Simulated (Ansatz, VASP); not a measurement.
## Rh2Au: VASP beside Ansatz

```
Rh Au
1.0
     0.00000    3.63826    3.63826
     3.63826    0.00000    3.63826
     3.63826    3.63826    0.00000
Rh Au
4 2
Direct
  0.62500 0.62500 0.62500
  0.12500 0.62500 0.62500
  0.62500 0.62500 0.12500
  0.62500 0.12500 0.62500
  0.00000 0.00000 0.00000
  0.25000 0.25000 0.25000
```

Alike in both runs: functional PBE; k mesh 4 × 4 × 4; occupations gaussian, width 0.1 eV; no spin polarisation.

Ansatz relaxed the structure, and its values are those at the end. VASP's run is a single point on that final structure, the one shown.

|  | VASP | Ansatz |
| --- | --- | --- |
| version | VASP 6.6.1 | Ansatz 0.2.0 |
| potentials or method | VASP PAW PBE potentials, release 64 (Rh_pv, Au), cutoff 520 eV | scalar-relativistic, plane waves, PAW |
| valence electrons in the cell | 82 | 106 |

```csv
,VASP,Ansatz,Ansatz less VASP
gap on the k mesh at the Fermi level (eV),none,none,-
pressure (GPa),-0.1,-0.1,+0.04
```

A gap of «none» marks a metal or a gap that the smearing closes. With one functional, cell and mesh, what is left measures potentials, basis and numerics. VASP's potentials hold 82 valence electrons a cell and Ansatz's 106, so a difference there can come from the potentials and not from the codes.

The k mesh is coarse, so the values compare programs but aren't converged. Neither program's run includes spin-orbit coupling.
